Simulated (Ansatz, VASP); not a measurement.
**Two plane-wave programs on Ru**

```
CELL_PARAMETERS angstrom
0.00000 1.95426 1.95426
1.95426 0.00000 1.95426
1.95426 1.95426 0.00000
ATOMIC_POSITIONS crystal
Ru 0.00000 0.00000 0.00000
```

Alike in both runs: task single point; functional PBE; k mesh 18 × 18 × 18; occupations gaussian, width 0.1 eV; no spin polarisation.

```csv
,VASP,Ansatz
version,VASP 6.6.1,Ansatz 0.2.0
potentials or method,"VASP PAW PBE potentials, release 64 (Ru_pv), cutoff 520 eV","scalar-relativistic, plane waves, PAW"
valence electrons in the cell,14,16
```

VASP gave:

* gap on the k mesh at the Fermi level (eV): none
* pressure (GPa): -19.5

Estimate Ansatz's values.

gap on the k mesh at the Fermi level (eV): none; pressure (GPa): -19.4.

A gap of «none» marks a metal or a gap that the smearing closes. The functional is the same, so the differences come from potentials, cutoffs and numerics. VASP's potentials hold 14 valence electrons a cell and Ansatz's 16, so a difference there can come from the potentials and not from the codes.
